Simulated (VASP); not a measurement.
# NiO2 (P-3m1) in VASP: notebook, part 2 of 2

VASP 6.6.1. The steps go on from the part before.

### 3 Single point, PBEsol (c/a of the conventional cell at fixed volume 1.7147)

INCAR

```
PREC     = Accurate       # precision mode
ENCUT    = 520            # plane-wave cutoff, eV
EDIFF    = 1E-6           # SCF threshold, eV
ISMEAR   = 0              # smearing method
SIGMA    = 0.05           # smearing width, eV
LREAL    = False          # projectors in reciprocal space
LASPH    = True           # aspherical terms in the spheres
NELM     = 60             # most SCF steps
ALGO     = Normal         # electronic algorithm
ISIF     = 2              # what is computed and relaxed
LWAVE    = False          # write WAVECAR
LCHARG   = True           # write CHGCAR
GGA      = PS             # functional
LELF     = True           # ELF
LVHAR    = True         
NBANDS   = 18             # bands
```

KPOINTS

```
regular mesh
0
Gamma
  12 12 6
```

POSCAR

```
NiO2
1.0
    2.8221285779      0.0000000000      0.0000000000
   -1.4110642890      2.4440350412      0.0000000000
    0.0000000000      0.0000000000      4.8391038725
Ni O
1 2
Direct
    0.0000000000      0.0000000000      0.5000000000
    0.6666666667      0.3333333333      0.7253664501
    0.3333333333      0.6666666667      0.2746335499
```

Potentials or basis: VASP PAW PBE potentials, release 64 (Ni, O).

Command:

```sh
cat potpaw_PBE.64/Ni/POTCAR potpaw_PBE.64/O/POTCAR > POTCAR
mpirun -np 1 vasp_std > vasp.out
```

OUTCAR:

```text
PREC = Accurate
   ENCUT = 520
   EDIFF = 1E-6
   ISMEAR = 0
   LREAL = False
   LASPH = True
   NELM = 60
   ISIF = 2
   GGA = PS

 ion  position               nearest neighbor table
   1  0.000  0.000  0.500-   2 1.96   3 1.96   2 1.96   3 1.96   2 1.96   3 1.96
   2  0.667  0.333  0.725-   1 1.96   1 1.96   1 1.96
   3  0.333  0.667  0.275-   1 1.96   1 1.96   1 1.96

  LATTYP: Found a hexagonal cell.
 ALAT       =     2.8221285779
 C/A-ratio  =     1.7147000000

  Lattice vectors:
[... 696 lines left out ...]

  FORCE on cell =-STRESS in cart. coord.  units (eV):
  Direction    XX          YY          ZZ          XY          YZ          ZX
  --------------------------------------------------------------------------------------
  -------------------------------------------------------------------------------------
  Total       -3.8039300     -3.8039300     -5.7522968      0.0000000      0.0000000      0.0000000
  in kB     -182.5971212   -182.5971212   -276.1230760      0.0000000      0.0000000      0.0000000
  external PRESSURE =    -213.7724395 kB  Pullay stress =       0.0000000 kB

 VOLUME and BASIS-vectors are now :
 -----------------------------------------------------------------------------
  energy-cutoff  :      520.00
  volume of cell :       33.38
      direct lattice vectors                 reciprocal lattice vectors
     2.822128578  0.000000000  0.000000000     0.354342466  0.204579718  0.000000000
    -1.411064289  2.444035041  0.000000000     0.000000000  0.409159436  0.000000000
     0.000000000  0.000000000  4.839103872     0.000000000  0.000000000  0.206649832

 POSITION                                       TOTAL-FORCE (eV/Angst)
 -----------------------------------------------------------------------------------
      0.00000      0.00000      2.41955        -0.000000      0.000000      0.000000
      1.41106      0.81468      3.51012         0.000000      0.000000     -2.614558
     -0.00000      1.62936      1.32898        -0.000000      0.000000      2.614558
 -----------------------------------------------------------------------------------
    total drift:                                0.000000     -0.000000      0.000000

  FREE ENERGIE OF THE ION-ELECTRON SYSTEM (eV)
  ---------------------------------------------------
  free  energy   TOTEN  =       -18.2694612469 eV

  energy  without entropy=      -18.2694612469  energy(sigma->0) =      -18.26946125
```

stdout:

```text
POSCAR found type information on POSCAR NiO
 POSCAR found :  2 types and       3 ions
 scaLAPACK will be used
 -----------------------------------------------------------------------------
|                                                                             |
|                                                                             |
|     You enforced a specific xc type in the INCAR file but a different       |
|     I HOPE YOU KNOW WHAT YOU ARE DOING!                                     |
|                                                                             |
 -----------------------------------------------------------------------------

 LDA part: xc-table for (Slater+PW92), standard interpolation
 POSCAR, INCAR and KPOINTS ok, starting setup
 FFT: planning ... GRIDC
 FFT: planning ... GRID_SOFT
 FFT: planning ... GRID
 WAVECAR not read
 entering main loop
```

It took 29 s on 1 thread of Intel Xeon Platinum 8559C (Emerald Rapids), shared host; peak memory 0.19 GiB.

Results:

| Quantity | Value |
| --- | --- |
| Free energy | -18.2695 eV |
| Pressure | -21.4 GPa |
| Largest force | 2.615 eV/Å |
| Band gap on the k mesh | 0.76 eV, indirect (least direct gap 0.84 eV) |

Forces on the atoms (eV/Å):
```
Ni   0.000  0.000  0.000
O    0.000  0.000 -2.615
O    0.000  0.000  2.615
```

Levels at points of the mesh, in eV from the valence-band top:
| k point | band 9 | band 10 | band 11 | band 12 | band 13 | band 14 |
| --- | --- | --- | --- | --- | --- | --- |
| (0.00, 0.00, 0.00) | -0.58 | -0.58 | -0.54 | 1.83 | 1.83 | 6.92 |
| (0.50, 0.00, 0.00) | -1.52 | -1.26 | -0.70 | 1.48 | 1.80 | 11.38 |
| (0.00, 0.00, 0.50) | -0.62 | -0.62 | -0.32 | 1.88 | 1.88 | 8.42 |
| (0.50, 0.00, 0.50) | -1.44 | -1.26 | -0.74 | 1.50 | 1.71 | 11.04 |

Caveat: the PAW data sets were made with another functional, which shifts forces and pressure a little. A k mesh can miss the band edges.

### 4 Single point, PBEsol (c/a of the conventional cell at fixed volume 1.9290)

INCAR

```
ALGO = Normal
EDIFF = 1E-6
ENCUT = 520
GGA = PS
ISIF = 2
ISMEAR = 0
LASPH = T
LCHARG = T
LELF = T
LREAL = F
LVHAR = T
LWAVE = F
NBANDS = 18
NELM = 100
PREC = Accurate
SIGMA = 0.05
```

KPOINTS

```
k-points
0
Gamma
  12 12 6
```

POSCAR

```
NiO2
1.0
    2.7134934025      0.0000000000      0.0000000000
   -1.3567467013      2.3499542196      0.0000000000
    0.0000000000      0.0000000000      5.2343287735
Ni O
1 2
Direct
    0.0000000000      0.0000000000      0.5000000000
    0.6666666667      0.3333333333      0.6750910825
    0.3333333333      0.6666666667      0.3249089175
```

Command:

```sh
cat potpaw_PBE.64/Ni/POTCAR potpaw_PBE.64/O/POTCAR > POTCAR
mpirun -np 1 vasp_std > vasp.out
```

It took 27 s on 1 thread of Intel Xeon Platinum 8559C (Emerald Rapids), shared host; peak memory 0.18 GiB.

Results (log left out):

```
Free energy            : -18.6397 eV
Pressure               : 15.3 GPa
Largest force          : 1.164 eV/Å
Band gap on the k mesh : 1.25 eV, indirect (least direct gap 1.51 eV)
```

Forces in eV/Å, atoms in the order of the input:
```
Ni   0.000  0.000  0.000
O    0.000  0.000  1.164
O    0.000  0.000 -1.164
```

Stress tensor (GPa, compression positive):
```
17.99  0.00  0.00
 0.00 17.99  0.00
 0.00  0.00  9.83
```

Levels at points of the mesh, in eV from the valence-band top:
| k point | band 7 | band 8 | band 9 | band 10 | band 11 | band 12 | band 13 | band 14 | band 15 | band 16 |
| --- | --- | --- | --- | --- | --- | --- | --- | --- | --- | --- |
| (0.00, 0.00, 0.00) | -2.35 | -1.29 | -1.10 | -1.10 | -0.25 | 2.59 | 2.59 | 7.78 | 11.49 | 13.39 |
| (0.50, 0.00, 0.00) | -2.96 | -2.07 | -1.88 | -1.77 | -1.04 | 1.89 | 2.47 | 12.84 | 13.50 | 14.41 |
| (0.00, 0.00, 0.50) | -2.35 | -1.85 | -1.10 | -1.10 | -0.07 | 2.59 | 2.59 | 9.28 | 10.29 | 12.56 |
| (0.50, 0.00, 0.50) | -2.94 | -1.88 | -1.88 | -1.78 | -1.07 | 1.89 | 2.45 | 12.18 | 13.28 | 14.81 |

Caveat: the PAW data sets were made with another functional, which shifts forces and pressure a little.

### 5 Single point, PBEsol (c/a of the conventional cell at fixed volume 1.8933)

INCAR

```
PREC     = Accurate       # precision mode
ENCUT    = 520            # plane-wave cutoff, eV
EDIFF    = 1E-6           # SCF threshold, eV
ISMEAR   = 0              # smearing method
SIGMA    = 0.05           # smearing width, eV
LREAL    = False          # projectors in reciprocal space
LASPH    = True           # aspherical terms in the spheres
NELM     = 100            # most SCF steps
ALGO     = Normal         # electronic algorithm
ISIF     = 2              # what is computed and relaxed
LWAVE    = False          # write WAVECAR
LCHARG   = False          # write CHGCAR
GGA      = PS             # functional
NBANDS   = 18             # bands
```

KPOINTS

```
Automatic mesh
0
Gamma
  12 12 6
```

POSCAR

```
NiO2
1.0
    2.7304424938      0.0000000000      0.0000000000
   -1.3652212469      2.3646325632      0.0000000000
    0.0000000000      0.0000000000      5.1695467736
Ni O
1 2
Direct
    0.0000000000      0.0000000000      0.5000000000
    0.6666666667      0.3333333333      0.6876599244
    0.3333333333      0.6666666667      0.3123400756
```

Command:

```sh
cat potpaw_PBE.64/Ni/POTCAR potpaw_PBE.64/O/POTCAR > POTCAR
mpirun -np 1 vasp_std > vasp.out
```

Wall time 27 s (1 thread of Intel Xeon Platinum 8559C (Emerald Rapids), shared host); peak memory 0.18 GiB.

The run converged. Its results:

```yaml
Free_energy: -18.7245 eV
Pressure: 4.0 GPa
Largest_force: 0.151 eV/Å
Band_gap_on_the_k_mesh: 1.16 eV, indirect (least direct gap 1.35 eV)
```

Forces in eV/Å, atoms in the order of the input:
```
Ni   0.000  0.000  0.000
O    0.000  0.000 -0.151
O    0.000  0.000  0.151
```

Stress tensor (GPa, compression positive):
```
 6.84  0.00  0.00
 0.00  6.84  0.00
 0.00  0.00 -1.66
```

Levels at points of the mesh, in eV from the valence-band top:
```tsv
k point	band 7	band 8	band 9	band 10	band 11	band 12	band 13	band 14	band 15	band 16
(0.00, 0.00, 0.00)	-2.14	-1.09	-0.89	-0.89	-0.35	2.41	2.41	7.77	11.39	13.32
(0.50, 0.00, 0.00)	-2.54	-2.04	-1.66	-1.65	-0.92	1.85	2.30	12.57	13.76	14.05
(0.00, 0.00, 0.50)	-2.14	-1.78	-0.90	-0.90	-0.14	2.42	2.42	9.62	9.85	12.79
(0.50, 0.00, 0.50)	-2.52	-1.79	-1.69	-1.65	-0.95	1.85	2.28	12.04	13.13	14.78
```

Caveat: the PAW data sets were made with another functional, which shifts forces and pressure a little.

### 6 Overview

```csv
cell,gap on the mesh (eV),pressure (GPa),largest force (eV/Å)
"a = 2.822, b = 2.822, c = 4.839 Å, angles 90.0, 90.0, 120.0°, 3 atoms",0.76,-21.4,2.61
"a = 2.713, b = 2.713, c = 5.234 Å, angles 90.0, 90.0, 120.0°, 3 atoms",1.25,15.3,1.16
"a = 2.730, b = 2.730, c = 5.170 Å, angles 90.0, 90.0, 120.0°, 3 atoms",1.16,4.0,0.15
```

Some of these runs hold the atoms at other places in the same cell, which the table doesn't show; runs alike in all that it shows share one row.

Alike in all rows: task single point; level PBEsol; potentials or basis VASP PAW PBE potentials, release 64 (Ni, O); no spin polarisation; k mesh 12 × 12 × 6; cutoff (eV) 520; smearing gaussian 0.05 eV.

Caveats: the PAW data sets were made with another functional, which shifts forces and pressure a little.

Absolute energies hang on the potentials; compare differences alone.
